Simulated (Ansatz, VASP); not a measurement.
**One calculation of InReSb2Te, two programs**

```
In Re Sb Te
1.0
     5.11489    0.00000    0.00000
     0.00000    5.11489    0.00000
     0.00000    0.00000    5.42479
In Re Sb Te
1 1 2 1
Cartesian
  2.5574 2.5574 2.7124
  2.5574 2.5574 0.0000
  0.0000 2.5574 0.3926
  2.5574 0.0000 5.0322
  0.0000 0.0000 2.7124
```

Alike in both runs: functional PBE; k mesh 4 × 4 × 3; occupations gaussian, width 0.2 eV; no spin polarisation.

Ansatz relaxed the structure, and its values are those at the end. VASP's run is a single point on that final structure, the one shown.

|  | VASP | Ansatz |
| --- | --- | --- |
| version | VASP 6.6.1 | Ansatz 0.2.0 |
| potentials or method | VASP PAW PBE potentials, release 64 (In_d, Re, Sb, Te), cutoff 520 eV | scalar-relativistic, plane waves, PAW |
| valence electrons in the cell | 36 | 74 |

|  | VASP | Ansatz | Ansatz less VASP |
| --- | --- | --- | --- |
| gap on the k mesh at the Fermi level (eV) | none | none | - |
| pressure (GPa) | -0.5 | -0.3 | +0.19 |
| rms of the force components (eV/Å) | 0.001 | 0.004 | +0.0031 |

A gap of «none» marks a metal or a gap that the smearing closes. The functional is the same, so the differences come from potentials, cutoffs and numerics. VASP's potentials hold 36 valence electrons a cell and Ansatz's 74, so a difference there can come from the potentials and not from the codes.

The k mesh is coarse, so the values compare programs but aren't converged. Neither program's run includes spin-orbit coupling.
